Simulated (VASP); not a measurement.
# Bi (R-3m) in VASP: further runs

Bi is run at these levels: PBEsol; tasks: single point, relaxation of cell and atoms.

Program: VASP 6.6.1. These are calculated values, not measurements. Logs are shortened: lines on timing, memory, paths and dates and some standing lists are left out, and cuts for length are marked.

## 1. The cell of the first run

It takes space group R-3m (No. 166, trigonal). Conventional cell: a = 4.431 Å, b = 4.431 Å, c = 11.016 Å, α = 90.00°, β = 90.00°, γ = 120.00°. Within 4.0 Å of Bi (site symmetry 3m) lie 6 Bi at 3.04 to 3.26 Å.

## 2. Single point, PBEsol

File INCAR:

```
SYSTEM = Bi
PREC = Accurate
ENCUT = 520
EDIFF = 1E-6
ISMEAR = -1
SIGMA = 0.05
LREAL = .FALSE.
LASPH = .TRUE.
NELM = 100
ALGO = Normal
ISIF = 2
LWAVE = .FALSE.
LCHARG = .FALSE.
GGA = PS
NBANDS = 22
```

File KPOINTS:

```
Automatic mesh
0
G
  7 7 7
  0 0 0
```

File POSCAR:

```
Bi
1.0
    2.2154500672      1.2790906927      3.6720574970
   -2.2154500672      1.2790906927      3.6720574970
    0.0000000000     -2.5581813854      3.6720574970
Bi
2
Direct
    0.7585695289      0.7585695289      0.7585695289
    0.2414304711      0.2414304711      0.2414304711
```

Potentials or basis: VASP PAW PBE potentials, release 64 (Bi_d).

Command:

```sh
> cat potpaw_PBE.64/Bi_d/POTCAR > POTCAR
> mpirun -np 1 vasp_std > vasp.out
```

OUTCAR:

```text
SYSTEM = Bi
   PREC = Accurate
   ENCUT = 520
   EDIFF = 1E-6
   ISMEAR = -1
   LREAL = .FALSE.
   LASPH = .TRUE.
   NELM = 100
   ISIF = 2
   GGA = PS

 ion  position               nearest neighbor table
   1  0.759  0.759  0.759-   2 3.04   2 3.04   2 3.04   2 3.26   2 3.26   2 3.26
   2  0.241  0.241  0.241-   1 3.04   1 3.04   1 3.04   1 3.26   1 3.26   1 3.26

  LATTYP: Found a trigonal (rhomboedric) cell.
 ALAT       =     4.4752986785
 COS(alpha) =     0.5098715891

  Lattice vectors:

 A1 = (   2.2154500672,   1.2790906927,   3.6720574970)
 A2 = (  -2.2154500672,   1.2790906927,   3.6720574970)
 A3 = (   0.0000000000,  -2.5581813854,   3.6720574970)

Analysis of symmetry for initial positions (statically):
=====================================================================
 Subroutine PRICEL returns:
 Original cell was already a primitive cell.

 Routine SETGRP: Setting up the symmetry group for a
 trigonal (rhombohedral) supercell.

 Subroutine GETGRP returns: Found 12 space group operations
 (whereof 12 operations were pure point group operations)
 out of a pool of 12 trial point group operations.

The static configuration has the point symmetry D_3d.

Analysis of symmetry for dynamics (positions and initial velocities):
=====================================================================
 Subroutine PRICEL returns:
 Original cell was already a primitive cell.

 Routine SETGRP: Setting up the symmetry group for a
 trigonal (rhombohedral) supercell.

 Subroutine GETGRP returns: Found 12 space group operations
 (whereof 12 operations were pure point group operations)
 out of a pool of 12 trial point group operations.

The dynamic configuration has the point symmetry D_3d.

 Subroutine INISYM returns: Found 12 space group operations
 (whereof 12 operations are pure point group operations),
 and found     1 'primitive' translations

----------------------------------------------------------------------------------------

                                     Primitive cell

  volume of cell :      62.4344

  direct lattice vectors                    reciprocal lattice vectors
     2.215450067  1.279090693  3.672057497     0.225687777  0.130300899  0.090775630
    -2.215450067  1.279090693  3.672057497    -0.225687777  0.130300899  0.090775630
     0.000000000 -2.558181385  3.672057497     0.000000000 -0.260601797  0.090775630

  length of vectors
     4.475298678  4.475298678  4.475298679     0.275959257  0.275959257  0.275959257
[... 78 lines left out ...]
   LASPH  =      T    aspherical Exc in radial PAW
   ENCUT  =  520.0 eV  38.22 Ry    6.18 a.u.   8.32  8.32  8.32*2*pi/ulx,y,z
   NELM   =    100;   NELMIN=  2; NELMDL= -5     # of ELM steps
   EDIFF  = 0.1E-05   stopping-criterion for ELM
   LREAL  =      F    real-space projection
   EDIFFG = 0.1E-04   stopping-criterion for IOM
   NSW    =      0    number of steps for IOM
   IBRION =     -1    ionic relax: 0-MD 1-quasi-New 2-CG
   NFREE  =      0    steps in history (QN), initial steepest desc. (CG)
   ISIF   =      2    stress and relaxation
   ISYM   =      2    0-nonsym 1-usesym 2-fastsym
   POTIM  = 0.5000    time-step for ionic-motion
   TEBEG  =    0.0;   TEEND  =   0.0 temperature during run
   PSTRESS=    0.0 pullay stress
   NELECT =      30.0000    total number of electrons
   NUPDOWN=      -1.0000    fix difference up-down
   EMIN   =  10.00;   EMAX   =-10.00  energy-range for DOS
   EFERMI =   0.00;   METHOD = LEGACY
   ISMEAR =    -1;   SIGMA  =   0.05  broadening in eV -4-tet -1-fermi 0-gaus
   EFERMI_NEDOS =   21; number of points for ismear=-14 and -15
   IALGO  =     38    algorithm
   IMIX   =      4    mixing-type and parameters
     AMIX     =   0.40;   BMIX     =  1.00
     AMIX_MAG =   1.60;   BMIX_MAG =  1.00
  volume/ion in A,a.u.               =      31.22       210.66
  Fermi-wavevector in a.u.,A,eV,Ry     =   1.282254  2.423108 22.370347  1.644174
  Thomas-Fermi vector in A             =   2.414576
   LORBIT       =      0    0 simple, 1 ext, 2 COOP (PROOUT), +10 PAW based schemes
   GGA     = PS    functional components
   LHFCALC =     F    Hartree Fock is set to
   AEXX    =    0.0000 exact exchange contribution
   IVDW    =     0    specifies the selected vdW correction
   LEPSILON=     F    determine dielectric tensor
   LRPA    =     F    only Hartree local field effects (RPA)
 non-spin polarized calculation
  energy-cutoff  :      520.00
  volume of cell :       62.43
 maximum number of plane-waves:      1699
 NGX is ok and might be reduce to    36
   NGX = 17   NGY = 17   NGZ = 17

 number of electron      30.0000004 magnetization

 Free energy of the ion-electron system (eV)
  ---------------------------------------------------
  ext. energy  EPLUGINS =         0.00000000
  ---------------------------------------------------
  free energy    TOTEN  =        -8.54404843 eV

  energy without entropy =       -8.54223965  energy(sigma->0) =       -8.54314404

 E-fermi :   7.6043     XC(G=0): -10.2854

 val. band max:        7.5347185056   @ k =   0.1429   0.1429  -0.0000
 cond. band min:       7.6745320758   @ k =   0.4286   0.0000  -0.0000
 fundamental gap:      0.1398135702
 Fermi energy:         7.6043299066

 k-point     1 :       0.0000    0.0000    0.0000
  band No.  band energies     occupation
      1     -15.4584      2.00000
      2     -15.4584      2.00000
      3     -15.2576      2.00000
      4     -15.2576      2.00000
      5     -15.2507      2.00000
      6     -15.0032      2.00000
[... 589 lines left out ...]
     21      16.2660      0.00000
     22      17.0916      0.00000

 [... further k-points ...]

------------------------ aborting loop because EDIFF is reached ----------------------------------------

  FORCE on cell =-STRESS in cart. coord.  units (eV):
  Direction    XX          YY          ZZ          XY          YZ          ZX
  --------------------------------------------------------------------------------------
  -------------------------------------------------------------------------------------
  Total        1.9066774      1.9066774      1.9091699      0.0000000     -0.0000000      0.0000000
  in kB       48.9287121     48.9287121     48.9926728      0.0000000     -0.0000000      0.0000000
  external PRESSURE =      48.9500323 kB  Pullay stress =       0.0000000 kB

 VOLUME and BASIS-vectors are now :
 -----------------------------------------------------------------------------
  energy-cutoff  :      520.00
  volume of cell :       62.43
      direct lattice vectors                 reciprocal lattice vectors
     2.215450067  1.279090693  3.672057497     0.225687777  0.130300899  0.090775630
    -2.215450067  1.279090693  3.672057497    -0.225687777  0.130300899  0.090775630
     0.000000000 -2.558181385  3.672057497     0.000000000 -0.260601797  0.090775630

 POSITION                                       TOTAL-FORCE (eV/Angst)
 -----------------------------------------------------------------------------------
      0.00000      0.00000      8.35653         0.000000     -0.000000     -0.004491
      0.00000      0.00000      2.65964         0.000000      0.000000      0.004491
 -----------------------------------------------------------------------------------
    total drift:                               -0.000000      0.000000     -0.000000

  FREE ENERGIE OF THE ION-ELECTRON SYSTEM (eV)
  ---------------------------------------------------
  free  energy   TOTEN  =        -8.5440484268 eV

  energy  without entropy=       -8.5422396465  energy(sigma->0) =       -8.54314404
```

Wall time 1.9 min (1 thread of AMD EPYC 7R43 (Zen 3), shared host); peak memory 0.18 GiB.

What came out:

| Item | Value |
| --- | --- |
| Free energy | -8.5440 eV |
| Pressure | 4.9 GPa |
| Largest force | 0.004 eV/Å |

Forces in eV/Å, atoms in the order of the input:
```
Bi   0.000  0.000 -0.004
Bi   0.000  0.000  0.004
```

Caveat: the cell stands under pressure; the PAW data sets were made with another functional, which shifts forces and pressure a little; spin-orbit coupling is left out, which moves the levels of the heavy elements.

## 3. Single point, PBEsol

This run uses another cell than the first one, of 34.33 Å³/atom.

File INCAR:

```
  PREC = Accurate
  ENCUT = 520
  EDIFF = 1E-7
  ISMEAR = -1
  SIGMA = 0.05
  LREAL = F
  LASPH = T
  NELM = 100
  ALGO = Normal
  ISIF = 2
  LWAVE = F
  LCHARG = T
  GGA = PS
  LELF = T
  LVHAR = T
  NBANDS = 22
```

File KPOINTS:

```
Automatic mesh
0
Gamma
  7 7 7
```

File POSCAR:

```
Bi
1.0
    2.2681646463      1.3095254691      3.8531510709
   -2.2681646463      1.3095254691      3.8531510709
    0.0000000000     -2.6190509382      3.8531510709
Bi
2
Direct
    0.7631645099      0.7631645099      0.7631645099
    0.2368354901      0.2368354901      0.2368354901
```

Potentials or basis: VASP PAW PBE potentials, release 64 (Bi_d).

Command:

```sh
> cat potpaw_PBE.64/Bi_d/POTCAR > POTCAR
> mpirun -np 1 vasp_std > vasp.out
```

It took 2.2 min on 1 thread of AMD EPYC 7R43 (Zen 3), shared host; peak memory 0.18 GiB.

It converged, with:

```
Free energy   : -8.6306 eV
Pressure      : -0.1 GPa
Largest force : 0.004 eV/Å
```

Forces on the atoms (eV/Å):
```
Bi   0.000  0.000  0.004
Bi   0.000  0.000 -0.004
```

Levels at points of the mesh, in eV from the Fermi level:
```
           k point  band 12  band 13  band 14  band 15  band 16  band 17  band 18  band 19
(0.00, 0.00, 0.00)    -7.30    -1.35    -1.19    -1.19     2.83     3.16     3.16     5.63
```

Caveat: the PAW data sets were made with another functional, which shifts forces and pressure a little; spin-orbit coupling is left out, which moves the levels of the heavy elements.

(Part 1 of 2 ends here.)
